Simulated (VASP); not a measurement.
The system is C.

```
C
1.0
     1.22346   -2.92010    0.00000
     1.22346    2.92010    0.00000
     0.00000    0.00000    3.45589
C
4
Direct
  0.50000 0.50000 0.78960
  0.50000 0.50000 0.21040
  0.31730 0.68270 0.50000
  0.68270 0.31730 0.50000
```

| Property | Result |
| --- | --- |
| Program | VASP 6.6.1 |
| Task | relaxation of cell and atoms |
| Functional | PBE |
| Potentials or basis | VASP PAW PBE potentials, release 64 (C) |
| Cutoff | 600 eV |
| k mesh | 8 × 8 × 6 |
| Occupations | gaussian, width 0.1 eV |
| Spin | no spin polarisation |

At the start: pressure 45.1 GPa; volume 6.17 Å³/atom.

How do energy, volume and symmetry change on relaxing?

Over 15 steps the energy falls by 258.4 meV/atom and the volume is 7.10 Å³/atom (+15.0 %); space group Cmmm (No. 65, to 0.05 Å).

The path:
```
step  energy change (eV)  largest force (eV/Å)  pressure (GPa)  volume (Å³)
   1              0.0000                4.9927           45.10        24.69
   2              7.8223               61.1376           59.19        31.29
   3             -0.6259                1.6882           27.85        25.62
   4             -0.7514                0.0886           22.18        26.03
   5             -0.7948                1.6377           18.05        26.44
   6             -0.8854                2.3889          -14.81        29.65
   7             -0.9880                0.8529           -2.66        28.23
   8             -0.9712                1.9990            1.05        28.66
   9             -1.0220                0.2698           -1.48        28.44
  10             -1.0277                0.3658            1.67        28.35
  11             -1.0302                0.1270            0.51        28.38
  12             -1.0334                0.0528           -0.44        28.43
  13             -1.0334                0.0532           -0.43        28.43
  14             -1.0332                0.1451            0.41        28.38
  15             -1.0335                0.0276           -0.09        28.41
```

Final structure:
```
C
1.0
     1.33564   -3.10087    0.00000
     1.33564    3.10087    0.00000
     0.00000    0.00000    3.42945
C
4
Direct
  0.50000 0.50000 0.80533
  0.50000 0.50000 0.19467
  0.32186 0.67814 0.50000
  0.67814 0.32186 0.50000
```

Caveat: the volume moved by over 15 % at a fixed basis, so the end points are rough.
